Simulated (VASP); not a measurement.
Set up this calculation in VASP 6.6.1, as the native input.

* Task: single point
* Functional: PBE
* Potentials or basis: VASP PAW PBE potentials, release 64 (Pt)
* Cutoff: 520 eV
* k mesh: 20 × 20 × 20
* Occupations: gaussian, width 0.15 eV
* Spin: no spin polarisation
* Dipole correction: no
* Further INCAR settings: ALGO = Fast; EDIFF = 1e-07; NBANDS = 11

The structure of Pt lies in POSCAR:

```
Pt
1.0
    0.0000000000      2.0557950000      1.9579000000
    2.0557950000      0.0000000000      1.9579000000
    2.0557950000      2.0557950000      0.0000000000
Pt
1
Direct
    0.0000000000      0.0000000000      0.0000000000
```

This cell differs from its parent crystal: strain +0.0500 x Voigt [1, 1, 0, 0, 0, 0].

One way to write it, as run:

INCAR

```
PREC     = Accurate       # precision mode
ENCUT    = 520            # plane-wave cutoff, eV
EDIFF    = 1E-7           # SCF threshold, eV
ISMEAR   = 0              # smearing method
SIGMA    = 0.15           # smearing width, eV
LREAL    = False          # projectors in reciprocal space
LASPH    = True           # aspherical terms in the spheres
NELM     = 60             # most SCF steps
ALGO     = Fast           # electronic algorithm
ISIF     = 2              # what is computed and relaxed
LWAVE    = False          # write WAVECAR
LCHARG   = True           # write CHGCAR
GGA      = PE             # functional
LELF     = True           # ELF
LVHAR    = True         
NBANDS   = 11             # bands
```

KPOINTS

```
Automatic mesh
0
Gamma
  20 20 20
```

Potentials or basis: VASP PAW PBE potentials, release 64 (Pt).

The run is started by

```bash
$ cat potpaw_PBE.64/Pt/POTCAR > POTCAR
$ mpirun -np 1 vasp_std > vasp.out
```

Results of the run:

| Item | Value |
| --- | --- |
| Pressure | -12.1 GPa |
| Band gap on the k mesh | zero (bands 5 and 6 overlap by 2.05 eV) |

Caveat: the cell differs from its parent crystal (strain +0.0500 x Voigt [1, 1, 0, 0, 0, 0]); the cell stands under tension; spin-orbit coupling is left out, which moves the levels of the heavy elements.

It took 69 s on 1 thread of Intel(R) Xeon(R) Platinum 8488C (Sapphire Rapids), on a shared host, peak memory 0.24 GiB.
